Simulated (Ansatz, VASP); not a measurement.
## Two plane-wave programs on NaCl

The input INCAR:

```
PREC = Accurate
ENCUT = 520
EDIFF = 1E-6
ISMEAR = 0
SIGMA = 0.05
LREAL = False
LASPH = True
NELM = 80
ALGO = Normal
ISIF = 2
LWAVE = False
LCHARG = False
GGA = PS
NBANDS = 14
```

KPOINTS

```
regular mesh
0
Gamma
  8 8 8
```

File POSCAR:

```
NaCl
1.0
    0.0000000000      2.6052100000      2.7184800000
    2.6052100000      0.0000000000      2.7184800000
    2.6052100000      2.6052100000      0.0000000000
Na Cl
1 1
Direct
    0.0000000000      0.0000000000      0.0000000000
    0.5000000000      0.5000000000      0.5000000000
```

Input for Ansatz:

```yaml
crystal:
  lattice:
    - [0.0, 2.60521, 2.71848]
    - [2.60521, 0.0, 2.71848]
    - [2.60521, 2.60521, 0.0]
  atoms:
    - { symbol: Na, position: [0.0, 0.0, 0.0] }
    - { symbol: Cl, position: [0.5, 0.5, 0.5] }
basis:
  ecutwfc: 420
kpoints:
  mp_grid: { grid: [8, 8, 8] }
hamiltonian:
  xc: pbesol
scf:
  occupations: { method: gaussian, width: 0.05 }
output:
  forces: true
  stress: true
  eigenvalues: true
  write_density: true
  write_potential: true
  elf: true
  volumetric_format: npy
```

Change from the starting cell: strain -0.080 along x and y, -0.040 along z, atoms carried along.

Alike in both runs: task single point; functional PBEsol; k mesh 8 × 8 × 8; occupations gaussian, width 0.05 eV; no spin polarisation.

```csv
,VASP,Ansatz
version,VASP 6.6.1,Ansatz 0.2.0
potentials or method,"VASP PAW PBE potentials, release 64 (Na_pv, Cl), cutoff 520 eV","scalar-relativistic, plane waves, PAW"
valence electrons in the cell,14,16
```

|  | VASP | Ansatz | Ansatz less VASP |
| --- | --- | --- | --- |
| gap on the k mesh at the Fermi level (eV) | 5.75 | 5.75 | +0.004 |
| least direct gap on the mesh (eV) | 5.75 | 5.75 | +0.004 |
| pressure (GPa) | 7.1 | 7.0 | -0.10 |
| traceless stress, the component that is largest in VASP (GPa) | -2.80 | -2.75 | +0.047 |

VASP's potentials were made for PBE, not for PBEsol. With one functional, cell and mesh, what is left measures potentials, basis and numerics. VASP's potentials hold 14 valence electrons a cell and Ansatz's 16, so a difference there can come from the potentials and not from the codes.
